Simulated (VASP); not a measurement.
Wanted: the native input for a VASP 6.6.1 run.

* Task: single point
* Functional: PBE
* Potentials or basis: VASP PAW PBE potentials, release 64 (Sr_sv, Ti_sv, O)
* Cutoff: 520 eV
* k mesh: 8 × 8 × 8
* Occupations: gaussian, width 0.05 eV
* Spin: collinear spin
* Starting moments: [0.0, 0.05, 0.0, 0.0, 0.0] μB
* Dipole correction: no
* Further INCAR settings: ALGO = Normal; EDIFF = 1e-06; NBANDS = 32

The structure of SrTiO3 lies in POSCAR:

```
SrTiO3
1.0
    3.9364552784      0.0000000000      0.0000000000
    0.0000000000      3.9364552784      0.0000000000
    0.0000000000      0.0000000000      3.9364552784
Sr Ti O
1 1 3
Direct
    0.5000000000      0.5000000000      0.5000000000
    0.0000000000      0.0000000000      0.0000000000
    0.5000000000      0.0000000000      0.0000000000
    0.0000000000      0.5000000000      0.0000000000
    0.0000000000      0.0000000000      0.5000000000
```

One way to write it, as run:

INCAR

```
ALGO     = Normal         # electronic algorithm
EDIFF    = 1E-6           # SCF threshold, eV
ENCUT    = 520            # plane-wave cutoff, eV
GGA      = PE             # functional
ISIF     = 2              # what is computed and relaxed
ISMEAR   = 0              # smearing method
ISPIN    = 2              # spin polarisation
LASPH    = T              # aspherical terms in the spheres
LCHARG   = F              # write CHGCAR
LMAXMIX  = 4              # l up to which the mixer works
LORBIT   = 11             # projections on sites
LREAL    = F              # projectors in reciprocal space
LWAVE    = F              # write WAVECAR
MAGMOM   = 0 0.05 0 0 0   # initial moments
NBANDS   = 32             # bands
NELM     = 150            # most SCF steps
PREC     = Accurate       # precision mode
SIGMA    = 0.05           # smearing width, eV
```

KPOINTS

```
k-points
0
Gamma
  8 8 8
```

Potentials or basis: VASP PAW PBE potentials, release 64 (Sr_sv, Ti_sv, O).

Run with:

```console
$ cat potpaw_PBE.64/Sr_sv/POTCAR potpaw_PBE.64/Ti_sv/POTCAR potpaw_PBE.64/O/POTCAR > POTCAR
$ mpirun -np 1 vasp_std > vasp.out
```

Results of the run:

| Quantity | Value |
| --- | --- |
| Pressure | 0.6 GPa |
| Band gap on the k mesh | 1.81 eV (least direct gap 2.18 eV) |
| Net moment | 0.00 μB per cell |
| Valence electrons inside the program's atomic spheres | Sr 7.98; Ti 10.26; O 5.04 |

Wall time 4.7 min on 1 thread of AMD EPYC 7R13, with other jobs on the host, peak memory 0.23 GiB.
